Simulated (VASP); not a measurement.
A run of VASP 6.6.1 is set up as follows.

The input POSCAR:

```
Pt
1.0
    2.8712164937      0.0000000000      0.0000000000
   -1.4356082468      2.4865464233      0.0000000000
    0.0000000000      0.0000000000      9.6381372382
Pt
4
Direct
    1.0000000000      1.0000000000      0.0000000000
    1.0000000000      1.0000000000      0.5000000000
    0.3333333333      0.6666666667      0.2500000000
    0.6666666667      0.3333333333      0.7500000000
```

File INCAR.step1:

```
PREC = Accurate
ENCUT = 550
ISMEAR = -1
SIGMA = 0.1
LREAL = False
LASPH = True
NELM = 120
NBANDS = 28
GGA = PE
ALGO = Normal
EDIFF = 1E-5
LWAVE = True
LCHARG = False
GGA_COMPAT = False
```

Contents of INCAR.step2:

```
PREC = Accurate
ENCUT = 550
EDIFF = 1E-6
ISMEAR = -1
SIGMA = 0.1
LREAL = False
LASPH = True
NELM = 120
ALGO = Normal
ISIF = 2
LWAVE = False
LCHARG = True
METAGGA = R2SCAN
LMIXTAU = True
LELF = True
LVHAR = True
NBANDS = 28
ISTART = 1
GGA_COMPAT = False
```

Contents of KPOINTS:

```
regular mesh
0
Gamma
  15 15 4
```

Potentials or basis: VASP PAW PBE potentials, release 64 (Pt).

The run is started by

```console
$ cat potpaw_PBE.64/Pt/POTCAR > POTCAR
$ cp INCAR.step1 INCAR
$ mpirun -np 1 vasp_std > vasp.out
$ cp INCAR.step2 INCAR
$ mpirun -np 1 vasp_std > vasp.out
```

**Question.** Predict the band gap on the k mesh.

**Answer.** Zero (bands 20 and 21 overlap by 1.15 eV).

**Question.** What does it give for the pressure?

**Answer.** -21.9 GPa.

Stress tensor (GPa, compression positive):
```
-22.32   0.00   0.00
  0.00 -22.32   0.00
  0.00   0.00 -20.91
```

Caveat: the cell stands under tension; the PAW data sets were made with another functional, which shifts forces and pressure a little; spin-orbit coupling is left out, which moves the levels of the heavy elements.
